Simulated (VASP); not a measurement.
Input of a VASP 6.6.1 run:

The input INCAR:

```
SYSTEM = BN
PREC = Accurate
ENCUT = 520
EDIFF = 1E-7
ISMEAR = 0
SIGMA = 0.05
LREAL = .FALSE.
LASPH = .TRUE.
NELM = 80
ALGO = Normal
ISIF = 2
LWAVE = .FALSE.
LCHARG = .TRUE.
GGA = PS
LELF = .TRUE.
LVHAR = .TRUE.
NBANDS = 16
```

KPOINTS

```
Automatic mesh
0
G
  12 12 4
  0 0 0
```

POSCAR

```
BN
1.0
    2.6973432957      0.0000000000      0.0000000000
   -1.3486716479      2.3359678167      0.0000000000
    0.0000000000      0.0000000000      5.7404481429
B N
2 2
Direct
    0.3333333333      0.6666666667      0.2500000000
    0.6666666667      0.3333333333      0.7500000000
    0.3333333333      0.6666666667      0.7500000000
    0.6666666667      0.3333333333      0.2500000000
```

Potentials or basis: VASP PAW PBE potentials, release 64 (B, N).

Command:

```bash
$ cat potpaw_PBE.64/B/POTCAR potpaw_PBE.64/N/POTCAR > POTCAR
$ mpirun -np 1 vasp_std > vasp.out
```

Task: Predict the band gap on the k mesh.

Result: 3.50 eV, indirect (least direct gap 3.84 eV).

Task: Estimate the pressure.

Result: -41.4 GPa.

Stress tensor (GPa, compression positive):
```
-64.56   0.00   0.00
  0.00 -64.56   0.00
  0.00   0.00   5.01
```

Caveat: the PAW data sets were made with another functional, which shifts forces and pressure a little; this functional lacks dispersion, which binds the layers, so the pressure and a relaxed spacing across them are unreliable. A k mesh can miss the band edges.
